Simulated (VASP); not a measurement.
# HgTe (Coloradoite) (F-43m) in VASP: a series of runs

HgTe (Coloradoite) is run at these levels: r2SCAN, PBE, PBEsol; tasks: single point.

Program: VASP 6.6.1. These are calculated values, not measurements. Logs are shortened: lines on timing, memory, paths and dates and some standing lists are left out, and cuts for length are marked.

## Step 1: The cell of the first run

It takes space group F-43m (No. 216, cubic). The conventional cell has a = 6.472 Å, b = 6.472 Å, c = 6.472 Å, α = 90.00°, β = 90.00°, γ = 90.00°. Hg (site symmetry -43m) has 4 Te at 2.80 Å within 3.7 Å. Within 3.7 Å of Te (site symmetry -43m) lie 4 Hg at 2.80 Å.

## Step 2: Single point, r2SCAN

Contents of POSCAR:

```
HgTe
1.0
    0.0000000000      3.2357886999      3.2357886999
    3.2357886999      0.0000000000      3.2357886999
    3.2357886999      3.2357886999      0.0000000000
Hg Te
1 1
Direct
    0.0000000000      0.0000000000      0.0000000000
    0.7500000000      0.7500000000      0.7500000000
```

Contents of INCAR.step1:

```
SYSTEM = HgTe
  PREC = Accurate
  ENCUT = 520
  ISMEAR = -1
  SIGMA = 0.05
  LREAL = .FALSE.
  LASPH = .TRUE.
  NELM = 100
  NBANDS = 16
  GGA = PE
  ALGO = Normal
  EDIFF = 1E-4
  LWAVE = .TRUE.
  LCHARG = .FALSE.
```

Contents of INCAR.step2:

```
SYSTEM = HgTe
  PREC = Accurate
  ENCUT = 520
  EDIFF = 1E-6
  ISMEAR = -1
  SIGMA = 0.05
  LREAL = .FALSE.
  LASPH = .TRUE.
  NELM = 100
  ALGO = Normal
  ISIF = 2
  LWAVE = .FALSE.
  LCHARG = .TRUE.
  METAGGA = R2SCAN
  LMIXTAU = .TRUE.
  LELF = .TRUE.
  LVHAR = .TRUE.
  NBANDS = 16
  ISTART = 1
```

Contents of KPOINTS:

```
Automatic mesh
0
G
  6 6 6
  0 0 0
```

Potentials or basis: VASP PAW PBE potentials, release 64 (Hg, Te).

Launch:

```sh
> cat potpaw_PBE.64/Hg/POTCAR potpaw_PBE.64/Te/POTCAR > POTCAR
> cp INCAR.step1 INCAR
> mpirun -np 1 vasp_std > vasp.out
> cp INCAR.step2 INCAR
> mpirun -np 1 vasp_std > vasp.out
```

OUTCAR:

```text
SYSTEM = HgTe
   PREC = Accurate
   ENCUT = 520
   EDIFF = 1E-6
   ISMEAR = -1
   LREAL = .FALSE.
   LASPH = .TRUE.
   NELM = 100
   ISIF = 2
   METAGGA = R2SCAN
   ISTART = 1

 ion  position               nearest neighbor table
   1  0.000  0.000  0.000-   2 2.80   2 2.80   2 2.80   2 2.80
   2  0.750  0.750  0.750-   1 2.80   1 2.80   1 2.80   1 2.80

  LATTYP: Found a face centered cubic cell.
 ALAT       =     6.4715773998

  Lattice vectors:

 A1 = (   0.0000000000,   3.2357886999,   3.2357886999)
 A2 = (   3.2357886999,   0.0000000000,   3.2357886999)
 A3 = (   3.2357886999,   3.2357886999,   0.0000000000)

Analysis of symmetry for initial positions (statically):
=====================================================================
 Subroutine PRICEL returns:
 Original cell was already a primitive cell.

 Routine SETGRP: Setting up the symmetry group for a
 face centered cubic supercell.

 Subroutine GETGRP returns: Found 24 space group operations
 (whereof 24 operations were pure point group operations)
 out of a pool of 48 trial point group operations.

The static configuration has the point symmetry T_d .

Analysis of symmetry for dynamics (positions and initial velocities):
=====================================================================
 Subroutine PRICEL returns:
 Original cell was already a primitive cell.

 Routine SETGRP: Setting up the symmetry group for a
 face centered cubic supercell.

 Subroutine GETGRP returns: Found 24 space group operations
 (whereof 24 operations were pure point group operations)
 out of a pool of 48 trial point group operations.

The dynamic configuration has the point symmetry T_d .

 Subroutine INISYM returns: Found 24 space group operations
 (whereof 24 operations are pure point group operations),
 and found     1 'primitive' translations

----------------------------------------------------------------------------------------

                                     Primitive cell

  volume of cell :      67.7595

  direct lattice vectors                    reciprocal lattice vectors
     0.000000000  3.235788700  3.235788700    -0.154521833  0.154521833  0.154521833
     3.235788700  0.000000000  3.235788700     0.154521833 -0.154521833  0.154521833
     3.235788700  3.235788700  0.000000000     0.154521833  0.154521833 -0.154521833

  length of vectors
     4.576096264  4.576096264  4.576096264     0.267639665  0.267639665  0.267639665

  position of ions in fractional coordinates (direct lattice)
     0.000000000  0.000000000  0.000000000
     0.750000000  0.750000000  0.750000000
[... 68 lines left out ...]
   EDIFF  = 0.1E-05   stopping-criterion for ELM
   LREAL  =      F    real-space projection
   EDIFFG = 0.1E-04   stopping-criterion for IOM
   NSW    =      0    number of steps for IOM
   IBRION =     -1    ionic relax: 0-MD 1-quasi-New 2-CG
   NFREE  =      0    steps in history (QN), initial steepest desc. (CG)
   ISIF   =      2    stress and relaxation
   ISYM   =      2    0-nonsym 1-usesym 2-fastsym
   POTIM  = 0.5000    time-step for ionic-motion
   TEBEG  =    0.0;   TEEND  =   0.0 temperature during run
   PSTRESS=    0.0 pullay stress
   NELECT =      18.0000    total number of electrons
   NUPDOWN=      -1.0000    fix difference up-down
   EMIN   =  10.00;   EMAX   =-10.00  energy-range for DOS
   EFERMI =   0.00;   METHOD = LEGACY
   ISMEAR =    -1;   SIGMA  =   0.05  broadening in eV -4-tet -1-fermi 0-gaus
   EFERMI_NEDOS =   21; number of points for ismear=-14 and -15
   IALGO  =     38    algorithm
   IMIX   =      4    mixing-type and parameters
     AMIX     =   0.40;   BMIX     =  1.00
     AMIX_MAG =   1.60;   BMIX_MAG =  1.00
  volume/ion in A,a.u.               =      33.88       228.63
  Fermi-wavevector in a.u.,A,eV,Ry     =   1.052387  1.988723 15.068705  1.107519
  Thomas-Fermi vector in A             =   2.187468
   LORBIT       =      0    0 simple, 1 ext, 2 COOP (PROOUT), +10 PAW based schemes
   METAGGA = R2SCAN    functional components
   LHFCALC =     F    Hartree Fock is set to
   AEXX    =    0.0000 exact exchange contribution
   IVDW    =     0    specifies the selected vdW correction
   LEPSILON=     F    determine dielectric tensor
   LRPA    =     F    only Hartree local field effects (RPA)
 non-spin polarized calculation
  energy-cutoff  :      520.00
  volume of cell :       67.76
 maximum number of plane-waves:      1853
 NGX is ok and might be reduce to    36
   NGX = 17   NGY = 17   NGZ = 17

 number of electron      18.0000002 magnetization

 Free energy of the ion-electron system (eV)
  ---------------------------------------------------
  ext. energy  EPLUGINS =         0.00000000
  ---------------------------------------------------
  free energy    TOTEN  =       -75.13104285 eV

  energy without entropy =      -75.13008968  energy(sigma->0) =      -75.13056626

 E-fermi :   2.8717     XC(G=0):  -9.2991

 val. band max:        2.8354383535   @ k =   0.0000   0.0000   0.0000
 cond. band min:       3.7868526605   @ k =   0.5000   0.0000   0.0000
 fundamental gap:      0.9514143070
 Fermi energy:         2.8716934431

 k-point     1 :       0.0000    0.0000    0.0000
  band No.  band energies     occupation
      1      -9.5469      2.00000
      2      -4.7902      2.00000
      3      -4.7902      2.00000
      4      -4.7902      2.00000
      5      -4.2211      2.00000
      6      -4.2211      2.00000
[... 281 lines left out ...]
      3      -4.4868      2.00000
      4      -4.3500      2.00000
      5      -4.2029      2.00000
      6      -3.6106      2.00000
[... 8 lines left out ...]
     15      14.2535      0.00000
     16      14.5608      0.00000

------------------------ aborting loop because EDIFF is reached ----------------------------------------

  FORCE on cell =-STRESS in cart. coord.  units (eV):
  Direction    XX          YY          ZZ          XY          YZ          ZX
  --------------------------------------------------------------------------------------
  -------------------------------------------------------------------------------------
  Total        0.9495997      0.9495997      0.9495997      0.0000000     -0.0000000     -0.0000000
  in kB       22.4533272     22.4533272     22.4533272      0.0000000     -0.0000000     -0.0000000
  external PRESSURE =      22.4533272 kB  Pullay stress =       0.0000000 kB

 VOLUME and BASIS-vectors are now :
 -----------------------------------------------------------------------------
  energy-cutoff  :      520.00
  volume of cell :       67.76
      direct lattice vectors                 reciprocal lattice vectors
     0.000000000  3.235788700  3.235788700    -0.154521833  0.154521833  0.154521833
     3.235788700  0.000000000  3.235788700     0.154521833 -0.154521833  0.154521833
     3.235788700  3.235788700  0.000000000     0.154521833  0.154521833 -0.154521833

 POSITION                                       TOTAL-FORCE (eV/Angst)
 -----------------------------------------------------------------------------------
      0.00000      0.00000      0.00000        -0.000000     -0.000000     -0.000000
      4.85368      4.85368      4.85368         0.000000      0.000000      0.000000
 -----------------------------------------------------------------------------------
    total drift:                               -0.000000     -0.000000     -0.000000

  FREE ENERGIE OF THE ION-ELECTRON SYSTEM (eV)
  ---------------------------------------------------
  free  energy   TOTEN  =       -75.1310428462 eV

  energy  without entropy=      -75.1300896776  energy(sigma->0) =      -75.13056626
```

OUTCAR.step1:

```text
SYSTEM = HgTe
   PREC = Accurate
   ENCUT = 520
   ISMEAR = -1
   LREAL = .FALSE.
   LASPH = .TRUE.
[... 514 lines left out ...]
      0.00000      0.00000      0.00000        -0.000000     -0.000000      0.000000
      4.85368      4.85368      4.85368         0.000000      0.000000     -0.000000
 -----------------------------------------------------------------------------------
    total drift:                               -0.000000     -0.000000     -0.000000

  FREE ENERGIE OF THE ION-ELECTRON SYSTEM (eV)
  ---------------------------------------------------
  free  energy   TOTEN  =        -3.5789466216 eV

  energy  without entropy=       -3.5779830097  energy(sigma->0) =       -3.57846482
```

OSZICAR.step1:

```text
N       E                     dE             d eps       ncg     rms          rms(c)
DAV:   1     0.103477374506E+03    0.10348E+03   -0.80744E+03   520   0.976E+02
DAV:   2    -0.260821965725E+00   -0.10374E+03   -0.96677E+02   608   0.225E+02
DAV:   3    -0.375952279964E+01   -0.34987E+01   -0.34915E+01   624   0.435E+01
DAV:   4    -0.379246341024E+01   -0.32941E-01   -0.32939E-01   768   0.380E+00
DAV:   5    -0.379253536182E+01   -0.71952E-04   -0.71951E-04   672   0.171E-01    0.761E+00
DAV:   6    -0.358727052682E+01    0.20526E+00   -0.40176E-01   584   0.853E+00    0.599E+00
DAV:   7    -0.357965850596E+01    0.76120E-02   -0.10144E-01   568   0.217E+00    0.220E+00
DAV:   8    -0.357892593084E+01    0.73258E-03   -0.11118E-02   560   0.121E+00    0.525E-01
DAV:   9    -0.357894662163E+01   -0.20691E-04   -0.77014E-04   640   0.326E-01
   1 F= -.35789466E+01 E0= -.35784648E+01  d E =-.963612E-03
```

Run time: 2.4 min. Hardware: 1 thread of AMD EPYC 7R13 (Zen 3), shared host; peak memory 0.18 GiB.

What came out:

- Free energy: -75.1310 eV
- Pressure: 2.2 GPa
- Band gap on the k mesh: zero (filled and empty bands touch)

Caveat: the PAW data sets were made with another functional, which shifts forces and pressure a little; spin-orbit coupling is left out, which moves the levels of the heavy elements.

[end of part 1 of 2]
